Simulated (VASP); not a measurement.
# AgBr (Fm-3m) in VASP: a series of runs

Runs on AgBr. Level: r2SCAN. Tasks: single point.

All numbers are computed with VASP 6.6.1; they aren't measurements. Logs are shortened: lines on timing, memory, paths and dates and some standing lists are left out, and cuts for length are marked.

**1. The cell of the first run**

The structure is cubic, space group Fm-3m (No. 225). The conventional cell has a = 5.843 Å, b = 5.843 Å, c = 5.843 Å, α = 90.00°, β = 90.00°, γ = 90.00°. Within 3.8 Å of Ag (site symmetry m-3m) lie 6 Br at 2.92 Å. Within 3.8 Å of Br (site symmetry m-3m) lie 6 Ag at 2.92 Å.

**2. Single point, r2SCAN (24.93 Å³/atom)**

POSCAR reads:

```
AgBr
1.0
    0.0000000000      2.9214053718      2.9214053718
    2.9214053718      0.0000000000      2.9214053718
    2.9214053718      2.9214053718      0.0000000000
Ag Br
1 1
Direct
    0.0000000000      0.0000000000      0.0000000000
    0.5000000000      0.5000000000      0.5000000000
```

INCAR.step1 reads:

```
  PREC = Accurate
  ENCUT = 550
  ISMEAR = 0
  SIGMA = 0.01
  LREAL = F
  LASPH = T
  NELM = 120
  NBANDS = 16
  GGA = PE
  ALGO = Normal
  EDIFF = 1E-5
  LWAVE = T
  LCHARG = F
  GGA_COMPAT = F
```

INCAR.step2 reads:

```
  PREC = Accurate
  ENCUT = 550
  EDIFF = 1E-6
  ISMEAR = 0
  SIGMA = 0.01
  LREAL = F
  LASPH = T
  NELM = 120
  ALGO = Normal
  ISIF = 2
  LWAVE = F
  LCHARG = T
  METAGGA = R2SCAN
  LMIXTAU = T
  LELF = T
  LVHAR = T
  NBANDS = 16
  ISTART = 1
  GGA_COMPAT = F
```

KPOINTS reads:

```
regular mesh
0
Gamma
  6 6 6
```

Potentials or basis: VASP PAW PBE potentials, release 64 (Ag, Br).

Run with:

```sh
$ cat potpaw_PBE.64/Ag/POTCAR potpaw_PBE.64/Br/POTCAR > POTCAR
$ cp INCAR.step1 INCAR
$ mpirun -np 1 vasp_std > vasp.out
$ cp INCAR.step2 INCAR
$ mpirun -np 1 vasp_std > vasp.out
```

OUTCAR:

```text
PREC = Accurate
   ENCUT = 550
   EDIFF = 1E-6
   ISMEAR = 0
   LREAL = F
   LASPH = T
   NELM = 120
   ISIF = 2
   METAGGA = R2SCAN
   ISTART = 1

 ion  position               nearest neighbor table
   1  0.000  0.000  0.000-   2 2.92   2 2.92   2 2.92   2 2.92   2 2.92   2 2.92
   2  0.500  0.500  0.500-   1 2.92   1 2.92   1 2.92   1 2.92   1 2.92   1 2.92

  LATTYP: Found a face centered cubic cell.
 ALAT       =     5.8428107436

  Lattice vectors:

 A1 = (   0.0000000000,   2.9214053718,   2.9214053718)
 A2 = (   2.9214053718,   0.0000000000,   2.9214053718)
 A3 = (   2.9214053718,   2.9214053718,   0.0000000000)

Analysis of symmetry for initial positions (statically):
=====================================================================
 Subroutine PRICEL returns:
 Original cell was already a primitive cell.

 Routine SETGRP: Setting up the symmetry group for a
 face centered cubic supercell.

 Subroutine GETGRP returns: Found 48 space group operations
 (whereof 48 operations were pure point group operations)
 out of a pool of 48 trial point group operations.

The static configuration has the point symmetry O_h .

Analysis of symmetry for dynamics (positions and initial velocities):
=====================================================================
 Subroutine PRICEL returns:
 Original cell was already a primitive cell.

 Routine SETGRP: Setting up the symmetry group for a
 face centered cubic supercell.

 Subroutine GETGRP returns: Found 48 space group operations
 (whereof 48 operations were pure point group operations)
 out of a pool of 48 trial point group operations.

The dynamic configuration has the point symmetry O_h .

 Subroutine INISYM returns: Found 48 space group operations
 (whereof 48 operations are pure point group operations),
 and found     1 'primitive' translations

----------------------------------------------------------------------------------------

                                     Primitive cell

  volume of cell :      49.8661

  direct lattice vectors                    reciprocal lattice vectors
     0.000000000  2.921405372  2.921405372    -0.171150503  0.171150503  0.171150503
     2.921405372  0.000000000  2.921405372     0.171150503 -0.171150503  0.171150503
     2.921405372  2.921405372  0.000000000     0.171150503  0.171150503 -0.171150503

  length of vectors
     4.131491098  4.131491098  4.131491098     0.296441368  0.296441368  0.296441368

  position of ions in fractional coordinates (direct lattice)
     0.000000000  0.000000000  0.000000000
     0.500000000  0.500000000  0.500000000

  ion indices of the primitive-cell ions
   primitive index   ion index
                 1           1
                 2           2

----------------------------------------------------------------------------------------

 KPOINTS: regular mesh

Automatic generation of k-mesh.
 Grid dimensions read from file:
 generate k-points for:    6    6    6

 Generating k-lattice:

  Cartesian coordinates                     Fractional coordinates (reciprocal lattice)
    -0.028525084  0.028525084  0.028525084     0.166666667  0.000000000  0.000000000
     0.028525084 -0.028525084  0.028525084     0.000000000  0.166666667  0.000000000
     0.028525084  0.028525084 -0.028525084     0.000000000  0.000000000  0.166666667

  Length of vectors
     0.049406895  0.049406895  0.049406895

  Shift w.r.t. Gamma in fractional coordinates (k-lattice)
     0.000000000  0.000000000  0.000000000

 Subroutine IBZKPT returns following result:
 ===========================================

 Found     16 irreducible k-points:

 Following reciprocal coordinates:
            Coordinates               Weight
  0.000000  0.000000  0.000000      1.000000
  0.166667  0.000000  0.000000      8.000000
  0.333333  0.000000  0.000000      8.000000
  0.500000  0.000000  0.000000      4.000000
  0.166667  0.166667  0.000000      6.000000
  0.333333  0.166667  0.000000     24.000000
[... 8 lines left out ...]
 -0.333333  0.333333  0.166667     24.000000
 -0.333333  0.500000  0.166667     12.000000
   k-points           NKPTS =     16   k-points in BZ     NKDIM =     16   number of bands    NBANDS=     16
   number of dos      NEDOS =    301   number of ions     NIONS =      2
   total plane-waves  NPLWV =  32768
   dimension x,y,z NGX =    32 NGY =   32 NGZ =   32
   dimension x,y,z NGXF=    64 NGYF=   64 NGZF=   64
   ions per type =               1   1
   NGX,Y,Z   is equivalent  to a cutoff of  12.88, 12.88, 12.88 a.u.
   NGXF,Y,Z  is equivalent  to a cutoff of  25.75, 25.75, 25.75 a.u.
 SYSTEM =  unknown system
   PREC   = accura    normal or accurate (medium, high low for compatibility)
   ISTART =      1    job   : 0-new  1-cont  2-samecut
   ICHARG =      0    charge: 1-file 2-atom 10-const
   ISPIN  =      1    spin polarized calculation?
   LNONCOLLINEAR =      F non collinear calculations
   LSORBIT =      F    spin-orbit coupling
   LASPH  =      T    aspherical Exc in radial PAW
   ENCUT  =  550.0 eV  40.42 Ry    6.36 a.u.   7.90  7.90  7.90*2*pi/ulx,y,z
   NELM   =    120;   NELMIN=  2; NELMDL=  0     # of ELM steps
   EDIFF  = 0.1E-05   stopping-criterion for ELM
   LREAL  =      F    real-space projection
   EDIFFG = 0.1E-04   stopping-criterion for IOM
   NSW    =      0    number of steps for IOM
   IBRION =     -1    ionic relax: 0-MD 1-quasi-New 2-CG
   NFREE  =      0    steps in history (QN), initial steepest desc. (CG)
   ISIF   =      2    stress and relaxation
   ISYM   =      2    0-nonsym 1-usesym 2-fastsym
   POTIM  = 0.5000    time-step for ionic-motion
   TEBEG  =    0.0;   TEEND  =   0.0 temperature during run
   PSTRESS=    0.0 pullay stress
   NELECT =      18.0000    total number of electrons
   NUPDOWN=      -1.0000    fix difference up-down
   EMIN   =  10.00;   EMAX   =-10.00  energy-range for DOS
   EFERMI =   0.00;   METHOD = LEGACY
   ISMEAR =     0;   SIGMA  =   0.01  broadening in eV -4-tet -1-fermi 0-gaus
   EFERMI_NEDOS =   21; number of points for ismear=-14 and -15
   IALGO  =     38    algorithm
   IMIX   =      4    mixing-type and parameters
     AMIX     =   0.40;   BMIX     =  1.00
     AMIX_MAG =   1.60;   BMIX_MAG =  1.00
  volume/ion in A,a.u.               =      24.93       168.26
  Fermi-wavevector in a.u.,A,eV,Ry     =   1.165638  2.202737 18.486411  1.358713
  Thomas-Fermi vector in A             =   2.302162
   LORBIT       =      0    0 simple, 1 ext, 2 COOP (PROOUT), +10 PAW based schemes
   METAGGA = R2SCAN    functional components
   LHFCALC =     F    Hartree Fock is set to
   AEXX    =    0.0000 exact exchange contribution
   IVDW    =     0    specifies the selected vdW correction
   LEPSILON=     F    determine dielectric tensor
   LRPA    =     F    only Hartree local field effects (RPA)
 non-spin polarized calculation
 Gauss-broadening in eV      SIGMA  =   0.01
  energy-cutoff  :      550.00
  volume of cell :       49.87
 maximum number of plane-waves:      1476
   NGX = 15   NGY = 15   NGZ = 15

 number of electron      18.0000000 magnetization

 Free energy of the ion-electron system (eV)
  ---------------------------------------------------
  ext. energy  EPLUGINS =         0.00000000
  ---------------------------------------------------
  free energy    TOTEN  =       -35.50772940 eV

  energy without entropy =      -35.50772940  energy(sigma->0) =      -35.50772940

 E-fermi :   2.7305     XC(G=0): -10.0858

 val. band max:        2.6789021370   @ k =   0.5000   0.0000   0.0000
 cond. band min:       3.9277913208   @ k =   0.0000   0.0000   0.0000
 fundamental gap:      1.2488891838
 Fermi energy:         2.7305126723

 k-point     1 :       0.0000    0.0000    0.0000
  band No.  band energies     occupation
      1     -12.5837      2.00000
      2       0.1170      2.00000
      3       0.1170      2.00000
      4       0.1170      2.00000
      5       0.1251      2.00000
      6       0.1251      2.00000
[... 8 lines left out ...]
     15      15.1090      0.00000
     16      15.1090      0.00000

 k-point     2 :       0.1667    0.0000    0.0000
  band No.  band energies     occupation
      1     -12.4926      2.00000
      2      -0.5185      2.00000
      3      -0.4637      2.00000
      4      -0.4637      2.00000
      5       0.1812      2.00000
      6       0.1812      2.00000
[... 8 lines left out ...]
     15      14.1920      0.00000
     16      14.4495      0.00000

 k-point     3 :       0.3333    0.0000    0.0000
  band No.  band energies     occupation
      1     -12.2995      2.00000
      2      -1.7202      2.00000
      3      -1.0332      2.00000
      4      -1.0332      2.00000
      5       0.3119      2.00000
      6       0.3119      2.00000
[... 8 lines left out ...]
     15      15.2875      0.00000
     16      15.2875      0.00000

 k-point     4 :       0.5000    0.0000    0.0000
  band No.  band energies     occupation
      1     -12.1968      2.00000
      2      -2.2135      2.00000
      3      -1.2381      2.00000
      4      -1.2381      2.00000
      5       0.3793      2.00000
      6       0.3793      2.00000
[... 8 lines left out ...]
     15      16.4975      0.00000
     16      16.4975      0.00000

 k-point     5 :       0.1667    0.1667    0.0000
  band No.  band energies     occupation
      1     -12.4673      2.00000
      2      -1.0456      2.00000
      3      -0.0754      2.00000
      4      -0.0754      2.00000
      5       0.0590      2.00000
      6       0.1592      2.00000
[... 8 lines left out ...]
     15      16.4864      0.00000
     16      16.8381      0.00000

 k-point     6 :       0.3333    0.1667    0.0000
  band No.  band energies     occupation
      1     -12.3187      2.00000
      2      -1.5654      2.00000
      3      -0.7135      2.00000
      4      -0.6217      2.00000
      5       0.1626      2.00000
      6       0.3294      2.00000
[... 8 lines left out ...]
     15      16.4425      0.00000
     16      16.4799      0.00000

 k-point     7 :       0.5000    0.1667    0.0000
  band No.  band energies     occupation
      1     -12.1895      2.00000
      2      -1.9178      2.00000
      3      -1.1931      2.00000
      4      -1.0841      2.00000
      5       0.3105      2.00000
      6       0.3972      2.00000
[... 8 lines left out ...]
     15      16.7544      0.00000
     16      17.1975      0.00000

 k-point     8 :      -0.3333    0.1667    0.0000
  band No.  band energies     occupation
      1     -12.2175      2.00000
      2      -1.8809      2.00000
      3      -1.1898      2.00000
      4      -0.9590      2.00000
      5       0.3276      2.00000
      6       0.3646      2.00000
[... 8 lines left out ...]
     15      16.1928      0.00000
     16      16.8656      0.00000

 k-point     9 :      -0.1667    0.1667    0.0000
  band No.  band energies     occupation
      1     -12.3719      2.00000
      2      -1.3298      2.00000
      3      -0.9480      2.00000
      4      -0.4224      2.00000
      5       0.2171      2.00000
      6       0.2993      2.00000
[... 8 lines left out ...]
     15      15.9176      0.00000
     16      16.1535      0.00000

 k-point    10 :       0.3333    0.3333    0.0000
  band No.  band energies     occupation
      1     -12.2567      2.00000
      2      -1.5989      2.00000
      3      -0.1410      2.00000
      4      -0.1410      2.00000
      5      -0.0566      2.00000
      6       0.2279      2.00000
[... 8 lines left out ...]
     15      17.4087      0.00000
     16      18.9109      0.00000

 k-point    11 :       0.5000    0.3333    0.0000
  band No.  band energies     occupation
      1     -12.1739      2.00000
      2      -1.4287      2.00000
      3      -0.7817      2.00000
      4      -0.6240      2.00000
      5       0.1559      2.00000
      6       0.4324      2.00000
[... 8 lines left out ...]
     15      17.4517      0.00000
     16      18.2136      0.00000

 k-point    12 :      -0.3333    0.3333    0.0000
  band No.  band energies     occupation
      1     -12.1541      2.00000
      2      -1.5602      2.00000
      3      -1.0602      2.00000
      4      -1.0575      2.00000
      5       0.3160      2.00000
      6       0.3928      2.00000
[... 8 lines left out ...]
     15      15.6058      0.00000
     16      18.8235      0.00000

 k-point    13 :       0.5000    0.5000    0.0000
  band No.  band energies     occupation
      1     -12.1656      2.00000
      2      -1.3074      2.00000
      3      -0.1142      2.00000
      4       0.0215      2.00000
      5       0.0215      2.00000
      6       0.2626      2.00000
[... 8 lines left out ...]
     15      18.0966      0.00000
     16      18.0966      0.00000

 k-point    14 :       0.5000    0.3333    0.1667
  band No.  band energies     occupation
      1     -12.2099      2.00000
      2      -1.6620      2.00000
      3      -1.0338      2.00000
      4      -0.6751      2.00000
      5       0.2821      2.00000
      6       0.3844      2.00000
[... 8 lines left out ...]
     15      17.1217      0.00000
     16      18.3510      0.00000

 k-point    15 :      -0.3333    0.3333    0.1667
  band No.  band energies     occupation
      1     -12.1541      2.00000
      2      -1.5611      2.00000
      3      -1.0742      2.00000
      4      -1.0592      2.00000
      5       0.3408      2.00000
      6       0.3971      2.00000
[... 8 lines left out ...]
     15      16.0125      0.00000
     16      17.9011      0.00000

 k-point    16 :      -0.3333    0.5000    0.1667
  band No.  band energies     occupation
      1     -12.1462      2.00000
      2      -1.1718      2.00000
      3      -1.0648      2.00000
      4      -0.7263      2.00000
      5       0.4679      2.00000
      6       0.4796      2.00000
[... 8 lines left out ...]
     15      16.9388      0.00000
     16      18.0751      0.00000

------------------------ aborting loop because EDIFF is reached ----------------------------------------

  FORCE on cell =-STRESS in cart. coord.  units (eV):
  Direction    XX          YY          ZZ          XY          YZ          ZX
  --------------------------------------------------------------------------------------
  -------------------------------------------------------------------------------------
  Total       -0.4041439     -0.4041439     -0.4041439     -0.0000000     -0.0000000      0.0000000
  in kB      -12.9849766    -12.9849766    -12.9849766     -0.0000000     -0.0000000      0.0000000
  external PRESSURE =     -12.9849766 kB  Pullay stress =       0.0000000 kB

 VOLUME and BASIS-vectors are now :
 -----------------------------------------------------------------------------
  energy-cutoff  :      550.00
  volume of cell :       49.87
      direct lattice vectors                 reciprocal lattice vectors
     0.000000000  2.921405372  2.921405372    -0.171150503  0.171150503  0.171150503
     2.921405372  0.000000000  2.921405372     0.171150503 -0.171150503  0.171150503
     2.921405372  2.921405372  0.000000000     0.171150503  0.171150503 -0.171150503

 POSITION                                       TOTAL-FORCE (eV/Angst)
 -----------------------------------------------------------------------------------
      0.00000      0.00000      0.00000         0.000000     -0.000000      0.000000
      2.92141      2.92141      2.92141        -0.000000      0.000000     -0.000000
 -----------------------------------------------------------------------------------
    total drift:                                0.000000     -0.000000     -0.000000

  FREE ENERGIE OF THE ION-ELECTRON SYSTEM (eV)
  ---------------------------------------------------
  free  energy   TOTEN  =       -35.5077293970 eV

  energy  without entropy=      -35.5077293970  energy(sigma->0) =      -35.50772940
```

Wall time 95 s (1 thread of Intel Xeon 8259CL, shared host); peak memory 0.19 GiB.

Results:

```yaml
Free_energy: -35.5077 eV
Pressure: -1.3 GPa
Band_gap_on_the_k_mesh: 1.25 eV (least direct gap 3.08 eV)
```

Caveat: the PAW data sets were made with another functional, which shifts forces and pressure a little.

**3. Single point, r2SCAN (25.66 Å³/atom)**

This run uses another cell than the first one, of 25.66 Å³/atom.

POSCAR reads:

```
AgBr
1.0
    0.0000000000      2.9494975314      2.9494975314
    2.9494975314      0.0000000000      2.9494975314
    2.9494975314      2.9494975314      0.0000000000
Ag Br
1 1
Direct
    0.0000000000      0.0000000000      0.0000000000
    0.5000000000      0.5000000000      0.5000000000
```

INCAR.step1 reads:

```
SYSTEM = AgBr
PREC = Accurate
ENCUT = 550
ISMEAR = 0
SIGMA = 0.01
LREAL = .False.
LASPH = .True.
NELM = 120
NBANDS = 16
GGA = PE
ALGO = Normal
EDIFF = 1E-5
LWAVE = .True.
LCHARG = .False.
GGA_COMPAT = .False.
```

INCAR.step2 reads:

```
SYSTEM = AgBr
PREC = Accurate
ENCUT = 550
EDIFF = 1E-6
ISMEAR = 0
SIGMA = 0.01
LREAL = .False.
LASPH = .True.
NELM = 120
ALGO = Normal
ISIF = 2
LWAVE = .False.
LCHARG = .False.
METAGGA = R2SCAN
LMIXTAU = .True.
NBANDS = 16
ISTART = 1
GGA_COMPAT = .False.
```

KPOINTS reads:

```
Automatic mesh
0
Gamma
  6 6 6
  0 0 0
```

Potentials or basis: VASP PAW PBE potentials, release 64 (Ag, Br).

Run with:

```sh
$ cat potpaw_PBE.64/Ag/POTCAR potpaw_PBE.64/Br/POTCAR > POTCAR
$ cp INCAR.step1 INCAR
$ mpirun -np 1 vasp_std > vasp.out
$ cp INCAR.step2 INCAR
$ mpirun -np 1 vasp_std > vasp.out
```

It took 89 s on 1 thread of Intel Xeon 8259CL, shared host; peak memory 0.19 GiB.

Results (log left out):

* Free energy: -35.4916 eV
* Pressure: -2.3 GPa
* Band gap on the k mesh: 1.26 eV (least direct gap 2.98 eV)

Levels at points of the mesh, in eV from the valence-band top:
| k point | band 7 | band 8 | band 9 | band 10 | band 11 | band 12 |
| --- | --- | --- | --- | --- | --- | --- |
| (0.00, 0.00, 0.00) | -1.73 | -1.73 | -1.73 | 1.26 | 10.43 | 10.43 |
| (0.50, 0.00, 0.00) | -1.90 | 0.00 | 0.00 | 4.45 | 6.74 | 7.52 |
| (0.50, 0.50, 0.00) | -2.13 | -2.13 | -2.05 | 2.31 | 7.54 | 9.36 |

Caveat: the PAW data sets were made with another functional, which shifts forces and pressure a little. A k mesh can miss the band edges.

(Continued in part 2 of 2.)
